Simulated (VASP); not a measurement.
# Ca (Fm-3m) in VASP: further runs

The runs below take Ca through single point, with PBEsol, LDA.

Program: VASP 6.6.1. These are calculated values, not measurements. Logs are shortened: lines on timing, memory, paths and dates and some standing lists are left out, and cuts for length are marked.

## (1) The cell of the first run

It takes space group Fm-3m (No. 225, cubic). The conventional cell has a = 5.455 Å, b = 5.455 Å, c = 5.455 Å, α = 90.00°, β = 90.00°, γ = 90.00°. Within 5.1 Å of Ca (site symmetry m-3m) lie 12 Ca at 3.86 Å.

## (2) Single point, PBEsol

Contents of INCAR:

```
ALGO = Normal ; EDIFF = 1E-6
ENCUT = 520 ; GGA = PS
ISIF = 2 ; ISMEAR = 0
LASPH = True ; LCHARG = False
LREAL = False ; LWAVE = False
NBANDS = 11 ; NELM = 100
PREC = Accurate ; SIGMA = 0.1
```

Contents of KPOINTS:

```
k-points
0
Gamma
  14 14 14
```

Contents of POSCAR:

```
Ca
1.0
    0.0000000000      2.7273233714      2.7273233714
    2.7273233714      0.0000000000      2.7273233714
    2.7273233714      2.7273233714      0.0000000000
Ca
1
Direct
    0.0000000000      0.0000000000      0.0000000000
```

Potentials or basis: VASP PAW PBE potentials, release 64 (Ca_sv).

Started as:

```sh
> cat potpaw_PBE.64/Ca_sv/POTCAR > POTCAR
> mpirun -np 1 vasp_std > vasp.out
```

OUTCAR:

```text
EDIFF = 1E-6
   ENCUT = 520
   GGA = PS
   ISIF = 2
   ISMEAR = 0
   LASPH = True
   LREAL = False
   NELM = 100
   PREC = Accurate

 ion  position               nearest neighbor table
   1  0.000  0.000  0.000-

  LATTYP: Found a face centered cubic cell.
 ALAT       =     5.4546467428

  Lattice vectors:

 A1 = (   0.0000000000,   2.7273233714,   2.7273233714)
 A2 = (   2.7273233714,   0.0000000000,   2.7273233714)
 A3 = (   2.7273233714,   2.7273233714,   0.0000000000)

Analysis of symmetry for initial positions (statically):
=====================================================================
 Subroutine PRICEL returns:
 Original cell was already a primitive cell.

 Routine SETGRP: Setting up the symmetry group for a
 face centered cubic supercell.

 Subroutine GETGRP returns: Found 48 space group operations
 (whereof 48 operations were pure point group operations)
 out of a pool of 48 trial point group operations.

The static configuration has the point symmetry O_h .

Analysis of symmetry for dynamics (positions and initial velocities):
=====================================================================
 Subroutine PRICEL returns:
 Original cell was already a primitive cell.

 Routine SETGRP: Setting up the symmetry group for a
 face centered cubic supercell.

 Subroutine GETGRP returns: Found 48 space group operations
 (whereof 48 operations were pure point group operations)
 out of a pool of 48 trial point group operations.

The dynamic configuration has the point symmetry O_h .

 Subroutine INISYM returns: Found 48 space group operations
 (whereof 48 operations are pure point group operations),
 and found     1 'primitive' translations

----------------------------------------------------------------------------------------

                                     Primitive cell

  volume of cell :      40.5733

  direct lattice vectors                    reciprocal lattice vectors
     0.000000000  2.727323371  2.727323371    -0.183329929  0.183329929  0.183329929
     2.727323371  0.000000000  2.727323371     0.183329929 -0.183329929  0.183329929
     2.727323371  2.727323371  0.000000000     0.183329929  0.183329929 -0.183329929

  length of vectors
     3.857017701  3.857017701  3.857017701     0.317536752  0.317536752  0.317536752

  position of ions in fractional coordinates (direct lattice)
     0.000000000  0.000000000  0.000000000

  ion indices of the primitive-cell ions
   primitive index   ion index
                 1           1

----------------------------------------------------------------------------------------

 KPOINTS: k-points

Automatic generation of k-mesh.
 Grid dimensions read from file:
 generate k-points for:   14   14   14

 Generating k-lattice:

  Cartesian coordinates                     Fractional coordinates (reciprocal lattice)
    -0.013094995  0.013094995  0.013094995     0.071428571  0.000000000  0.000000000
     0.013094995 -0.013094995  0.013094995     0.000000000  0.071428571  0.000000000
     0.013094995  0.013094995 -0.013094995     0.000000000  0.000000000  0.071428571

  Length of vectors
     0.022681197  0.022681197  0.022681197

  Shift w.r.t. Gamma in fractional coordinates (k-lattice)
     0.000000000  0.000000000  0.000000000

 Subroutine IBZKPT returns following result:
 ===========================================

 Found    104 irreducible k-points:

 Following reciprocal coordinates:
            Coordinates               Weight
  0.000000  0.000000  0.000000      1.000000
  0.071429  0.000000  0.000000      8.000000
  0.142857  0.000000  0.000000      8.000000
  0.214286  0.000000  0.000000      8.000000
  0.285714  0.000000  0.000000      8.000000
  0.357143  0.000000  0.000000      8.000000
[... 16 lines left out ...]
  0.214286  0.142857  0.000000     24.000000
  0.285714  0.142857  0.000000     24.000000
 [... further k-points ...]
   k-points           NKPTS =    104   k-points in BZ     NKDIM =    104   number of bands    NBANDS=     11
   number of dos      NEDOS =    301   number of ions     NIONS =      1
   total plane-waves  NPLWV =  27000
   dimension x,y,z NGX =    30 NGY =   30 NGZ =   30
   dimension x,y,z NGXF=    60 NGYF=   60 NGZF=   60
   ions per type =               1
   NGX,Y,Z   is equivalent  to a cutoff of  12.93, 12.93, 12.93 a.u.
   NGXF,Y,Z  is equivalent  to a cutoff of  25.86, 25.86, 25.86 a.u.
 SYSTEM =  unknown system
   PREC   = accura    normal or accurate (medium, high low for compatibility)
   ISTART =      0    job   : 0-new  1-cont  2-samecut
   ICHARG =      2    charge: 1-file 2-atom 10-const
   ISPIN  =      1    spin polarized calculation?
   LNONCOLLINEAR =      F non collinear calculations
   LSORBIT =      F    spin-orbit coupling
   LASPH  =      T    aspherical Exc in radial PAW
   ENCUT  =  520.0 eV  38.22 Ry    6.18 a.u.   7.17  7.17  7.17*2*pi/ulx,y,z
   NELM   =    100;   NELMIN=  2; NELMDL= -5     # of ELM steps
   EDIFF  = 0.1E-05   stopping-criterion for ELM
   LREAL  =      F    real-space projection
   EDIFFG = 0.1E-04   stopping-criterion for IOM
   NSW    =      0    number of steps for IOM
   IBRION =     -1    ionic relax: 0-MD 1-quasi-New 2-CG
   NFREE  =      0    steps in history (QN), initial steepest desc. (CG)
   ISIF   =      2    stress and relaxation
   ISYM   =      2    0-nonsym 1-usesym 2-fastsym
   POTIM  = 0.5000    time-step for ionic-motion
   TEBEG  =    0.0;   TEEND  =   0.0 temperature during run
   PSTRESS=    0.0 pullay stress
   NELECT =      10.0000    total number of electrons
   NUPDOWN=      -1.0000    fix difference up-down
   EMIN   =  10.00;   EMAX   =-10.00  energy-range for DOS
   EFERMI =   0.00;   METHOD = LEGACY
   ISMEAR =     0;   SIGMA  =   0.10  broadening in eV -4-tet -1-fermi 0-gaus
   EFERMI_NEDOS =   21; number of points for ismear=-14 and -15
   IALGO  =     38    algorithm
   IMIX   =      4    mixing-type and parameters
     AMIX     =   0.40;   BMIX     =  1.00
     AMIX_MAG =   1.60;   BMIX_MAG =  1.00
  volume/ion in A,a.u.               =      40.57       273.80
  Fermi-wavevector in a.u.,A,eV,Ry     =   1.026427  1.939666 14.334459  1.053553
  Thomas-Fermi vector in A             =   2.160320
   LORBIT       =      0    0 simple, 1 ext, 2 COOP (PROOUT), +10 PAW based schemes
   GGA     = PS    functional components
   LHFCALC =     F    Hartree Fock is set to
   AEXX    =    0.0000 exact exchange contribution
   IVDW    =     0    specifies the selected vdW correction
   LEPSILON=     F    determine dielectric tensor
   LRPA    =     F    only Hartree local field effects (RPA)
 non-spin polarized calculation
 Gauss-broadening in eV      SIGMA  =   0.10
  energy-cutoff  :      520.00
  volume of cell :       40.57
 maximum number of plane-waves:      1110
 NGX is ok and might be reduce to    30
   NGX = 15   NGY = 15   NGZ = 15

 number of electron      10.0000002 magnetization

 Free energy of the ion-electron system (eV)
  ---------------------------------------------------
  ext. energy  EPLUGINS =         0.00000000
  ---------------------------------------------------
  free energy    TOTEN  =        -2.13739250 eV

  energy without entropy =       -2.13035510  energy(sigma->0) =       -2.13387380

 E-fermi :   2.0393     XC(G=0):  -7.9361

 val. band max:        2.0368949824   @ k =  -0.4286   0.2143   0.0714
 cond. band min:       2.0597191925   @ k =  -0.3571   0.3571   0.0000
 fundamental gap:      0.0228242102
 Fermi energy:         2.0392719744

 k-point     1 :       0.0000    0.0000    0.0000
  band No.  band energies     occupation
      1     -39.7050      2.00000
      2     -20.6915      2.00000
      3     -20.6915      2.00000
      4     -20.6915      2.00000
      5      -2.0580      2.00000
      6       4.4236      0.00000
      7       4.4236      0.00000
      8       4.4236      0.00000
      9       5.5538      0.00000
     10       5.5538      0.00000
     11      11.3450      0.00000

 k-point     2 :       0.0714    0.0000    0.0000
  band No.  band energies     occupation
      1     -39.7042      2.00000
      2     -20.6997      2.00000
      3     -20.6926      2.00000
      4     -20.6926      2.00000
      5      -1.9675      2.00000
      6       4.3244      0.00000
      7       4.4590      0.00000
      8       4.4590      0.00000
      9       5.5223      0.00000
     10       5.5223      0.00000
     11      11.4646      0.00000

 k-point     3 :       0.1429    0.0000    0.0000
  band No.  band energies     occupation
      1     -39.7019      2.00000
      2     -20.7226      2.00000
      3     -20.6957      2.00000
      4     -20.6957      2.00000
      5      -1.7008      2.00000
      6       4.0575      0.00000
      7       4.5398      0.00000
      8       4.5398      0.00000
      9       5.4653      0.00000
     10       5.4653      0.00000
     11      11.3756      0.00000

 k-point     4 :       0.2143    0.0000    0.0000
  band No.  band energies     occupation
      1     -39.6985      2.00000
      2     -20.7556      2.00000
      3     -20.7002      2.00000
      4     -20.7002      2.00000
      5      -1.2726      2.00000
      6       3.6848      0.00000
      7       4.5831      0.00000
      8       4.5831      0.00000
      9       5.4898      0.00000
     10       5.4898      0.00000
     11      10.2598      0.00000
[... 239 lines left out ...]
 k-point    22 :       0.1429    0.1429    0.0000
  band No.  band energies     occupation
      1     -39.7008      2.00000
      2     -20.7217      2.00000
      3     -20.7026      2.00000
      4     -20.7026      2.00000
      5      -1.5833      2.00000
      6       3.9698      0.00000
      7       4.6206      0.00000
      8       4.6206      0.00000
      9       5.0816      0.00000
     10       5.6787      0.00000
     11      11.9309      0.00000

 k-point    23 :       0.2143    0.1429    0.0000
  band No.  band energies     occupation
      1     -39.6983      2.00000
      2     -20.7431      2.00000
      3     -20.7083      2.00000
      4     -20.7069      2.00000
      5      -1.2693      2.00000
      6       3.7305      0.00000
      7       4.6295      0.00000
      8       4.7179      0.00000
      9       4.9806      0.00000
     10       5.7427      0.00000
     11      11.2467      0.00000

 k-point    24 :       0.2857    0.1429    0.0000
  band No.  band energies     occupation
      1     -39.6950      2.00000
      2     -20.7726      2.00000
      3     -20.7138      2.00000
      4     -20.7121      2.00000
      5      -0.8052      2.00000
      6       3.4246      0.00000
      7       4.3928      0.00000
      8       4.7547      0.00000
      9       5.2105      0.00000
     10       5.8704      0.00000
     11      10.0369      0.00000

 [... further k-points ...]

------------------------ aborting loop because EDIFF is reached ----------------------------------------

  FORCE on cell =-STRESS in cart. coord.  units (eV):
  Direction    XX          YY          ZZ          XY          YZ          ZX
  --------------------------------------------------------------------------------------
  -------------------------------------------------------------------------------------
  Total       -0.0011193     -0.0011193     -0.0011193     -0.0000000     -0.0000000      0.0000000
  in kB       -0.0442008     -0.0442008     -0.0442008     -0.0000000     -0.0000000      0.0000000
  external PRESSURE =      -0.0442008 kB  Pullay stress =       0.0000000 kB

 VOLUME and BASIS-vectors are now :
 -----------------------------------------------------------------------------
  energy-cutoff  :      520.00
  volume of cell :       40.57
      direct lattice vectors                 reciprocal lattice vectors
     0.000000000  2.727323371  2.727323371    -0.183329929  0.183329929  0.183329929
     2.727323371  0.000000000  2.727323371     0.183329929 -0.183329929  0.183329929
     2.727323371  2.727323371  0.000000000     0.183329929  0.183329929 -0.183329929

 POSITION                                       TOTAL-FORCE (eV/Angst)
 -----------------------------------------------------------------------------------
      0.00000      0.00000      0.00000        -0.000000      0.000000      0.000000
 -----------------------------------------------------------------------------------
    total drift:                               -0.000000     -0.000000      0.000000

  FREE ENERGIE OF THE ION-ELECTRON SYSTEM (eV)
  ---------------------------------------------------
  free  energy   TOTEN  =        -2.1373924996 eV

  energy  without entropy=       -2.1303550989  energy(sigma->0) =       -2.13387380
```

It took 28 s on 1 thread of Intel Xeon Platinum 8488C (Sapphire Rapids), shared host; peak memory 0.19 GiB.

Results:

```yaml
Free_energy: -2.1374 eV
Pressure: 0.0 GPa
Band_gap_on_the_k_mesh: zero (band 5 reaches 2.17 eV, above the bottom of band 6 at 1.92 eV)
```

Caveat: the PAW data sets were made with another functional, which shifts forces and pressure a little.

## (3) Single point, PBEsol (strained)

Contents of INCAR:

```
SYSTEM = Ca
PREC     = Accurate       ! precision mode
ENCUT    = 520            ! plane-wave cutoff, eV
EDIFF    = 1E-6           ! SCF threshold, eV
ISMEAR   = 0              ! smearing method
SIGMA    = 0.1            ! smearing width, eV
LREAL    = .False.        ! projectors in reciprocal space
LASPH    = .True.         ! aspherical terms in the spheres
NELM     = 80             ! most SCF steps
ALGO     = Normal         ! electronic algorithm
ISIF     = 2              ! what is computed and relaxed
LWAVE    = .False.        ! write WAVECAR
LCHARG   = .True.         ! write CHGCAR
GGA      = PS             ! functional
LELF     = .True.         ! ELF
LVHAR    = .True.       
NBANDS   = 11             ! bands
```

Contents of KPOINTS:

```
Automatic mesh
0
Gamma
  14 14 14
  0 0 0
```

Contents of POSCAR:

```
Ca
1.0
    0.0000000000      2.6828511300      2.6828511300
    2.6828511300      0.0000000000      2.6828511300
    2.6828511300      2.6828511300      0.0000000000
Ca
1
Direct
    0.0000000000      0.0000000000      0.0000000000
```

Potentials or basis: VASP PAW PBE potentials, release 64 (Ca_sv).

Started as:

```sh
> cat potpaw_PBE.64/Ca_sv/POTCAR > POTCAR
> mpirun -np 1 vasp_std > vasp.out
```

It took 16 s on 1 thread of Intel Xeon Platinum 8488C (Sapphire Rapids), shared host; peak memory 0.18 GiB.

It converged, with:

| Property | Result |
| --- | --- |
| Free energy | -2.1312 eV |
| Pressure | 0.9 GPa |
| Band gap on the k mesh | zero (band 5 reaches 2.35 eV, above the bottom of band 6 at 2.17 eV) |

Levels at points of the mesh, in eV from the Fermi level:
```csv
k point,band 1,band 2,band 3,band 4,band 5,band 6,band 7,band 8,band 9,band 10
"(0.00, 0.00, 0.00)",-41.63,-22.61,-22.61,-22.61,-4.19,2.45,2.45,2.45,3.64,3.64
"(0.50, 0.00, 0.00)",-41.61,-22.81,-22.64,-22.64,-1.04,-0.07,2.32,2.32,4.41,4.41
"(0.50, 0.50, 0.00)",-41.60,-22.79,-22.68,-22.68,-0.55,0.51,1.14,4.41,4.62,4.62
```

Caveat: the cell differs from its parent crystal (strained); the PAW data sets were made with another functional, which shifts forces and pressure a little.

## (4) Single point, LDA (functional LDA, strained)

Contents of INCAR:

```
ALGO = Fast
EDIFF = 1E-7
ENCUT = 520
GGA = CA
ISIF = 2
ISMEAR = 0
LASPH = T
LCHARG = F
LREAL = F
LWAVE = F
NBANDS = 11
NELM = 100
PREC = Accurate
SIGMA = 0.1
```

Contents of KPOINTS:

```
k-points
0
Gamma
  14 14 14
```

Contents of POSCAR:

```
Ca
1.0
    0.0000000000      2.7405234180      2.7405234180
    2.7405234180      0.0000000000      2.7405234180
    2.7405234180      2.7405234180      0.0000000000
Ca
1
Direct
    0.0000000000      0.0000000000      0.0000000000
```

Potentials or basis: VASP PAW LDA potentials, release 64 (Ca_sv).

Started as:

```sh
> cat potpaw_LDA.64/Ca_sv/POTCAR > POTCAR
> mpirun -np 1 vasp_std > vasp.out
```

It took 34 s on 1 thread of Intel Xeon Platinum 8488C (Sapphire Rapids), shared host; peak memory 0.17 GiB.

The run converged. Its results:

```
Free energy            : -2.1957 eV
Pressure               : -1.3 GPa
Band gap on the k mesh : zero (band 5 reaches 2.00 eV, above the bottom of band 6 at 1.80 eV)
```

Levels at points of the mesh, in eV from the Fermi level:
```
           k point  band 3  band 4  band 5  band 6  band 7  band 8
(0.00, 0.00, 0.00)  -22.72  -22.72   -4.07    2.24    2.24    2.24
(0.50, 0.00, 0.00)  -22.74  -22.74   -1.05   -0.08    2.13    2.13
(0.50, 0.50, 0.00)  -22.78  -22.78   -0.52    0.48    1.05    4.04
```

Caveat: the cell differs from its parent crystal (functional LDA, strained).

## (5) Single point, PBEsol (strained)

Contents of INCAR:

```
SYSTEM = Ca
PREC     = Accurate       ! precision mode
ENCUT    = 520            ! plane-wave cutoff, eV
EDIFF    = 1E-7           ! SCF threshold, eV
ISMEAR   = 0              ! smearing method
SIGMA    = 0.1            ! smearing width, eV
LREAL    = .False.        ! projectors in reciprocal space
LASPH    = .True.         ! aspherical terms in the spheres
NELM     = 60             ! most SCF steps
ALGO     = Fast           ! electronic algorithm
ISIF     = 2              ! what is computed and relaxed
LWAVE    = .False.        ! write WAVECAR
LCHARG   = .False.        ! write CHGCAR
GGA      = PS             ! functional
NBANDS   = 11             ! bands
```

Contents of KPOINTS:

```
regular mesh
0
Gamma
  14 14 14
  0 0 0
```

Contents of POSCAR:

```
Ca
1.0
    0.0000000000      2.7802569420      2.7802569420
    2.7802569420      0.0000000000      2.7802569420
    2.7802569420      2.7802569420      0.0000000000
Ca
1
Direct
    0.0000000000      0.0000000000      0.0000000000
```

Potentials or basis: VASP PAW PBE potentials, release 64 (Ca_sv).

Started as:

```sh
> cat potpaw_PBE.64/Ca_sv/POTCAR > POTCAR
> mpirun -np 1 vasp_std > vasp.out
```

Wall time 42 s (1 thread of Intel Xeon Platinum 8488C (Sapphire Rapids), shared host); peak memory 0.19 GiB.

It converged, with:

```
Free energy            : -2.1306 eV
Pressure               : -0.9 GPa
Band gap on the k mesh : zero (band 5 reaches 1.98 eV, above the bottom of band 6 at 1.65 eV)
```

Levels at points of the mesh, in eV from the Fermi level:
| k point | band 2 | band 3 | band 4 | band 5 | band 6 | band 7 | band 8 | band 9 |
| --- | --- | --- | --- | --- | --- | --- | --- | --- |
| (0.00, 0.00, 0.00) | -22.87 | -22.87 | -22.87 | -3.99 | 2.31 | 2.31 | 2.31 | 3.36 |
| (0.50, 0.00, 0.00) | -23.01 | -22.89 | -22.89 | -0.99 | -0.16 | 2.20 | 2.20 | 4.04 |
| (0.50, 0.50, 0.00) | -23.00 | -22.92 | -22.92 | -0.44 | 0.58 | 0.94 | 4.03 | 4.22 |

Caveat: the cell differs from its parent crystal (strained); the PAW data sets were made with another functional, which shifts forces and pressure a little.

## (6) The runs side by side

```tsv
level	potentials or basis	cell	gap on the mesh (eV)	pressure (GPa)
PBEsol	VASP PAW PBE potentials, release 64 (Ca_sv)	a = 3.857 Å, angles 60.0°, 1 atom	none	0.0
PBEsol	VASP PAW PBE potentials, release 64 (Ca_sv)	a = 3.794 Å, angles 60.0°, 1 atom	none	0.9
LDA	VASP PAW LDA potentials, release 64 (Ca_sv)	a = 3.876 Å, angles 60.0°, 1 atom	none	-1.3
PBEsol	VASP PAW PBE potentials, release 64 (Ca_sv)	a = 3.932 Å, angles 60.0°, 1 atom	none	-0.9
```

Alike in all rows: task single point; no spin polarisation; k mesh 14 × 14 × 14; cutoff (eV) 520; smearing gaussian 0.1 eV.

Caveats: the PAW data sets were made with another functional, which shifts forces and pressure a little (some runs).

Total energies depend on the potentials used, so only differences within one code and one set of settings carry meaning.
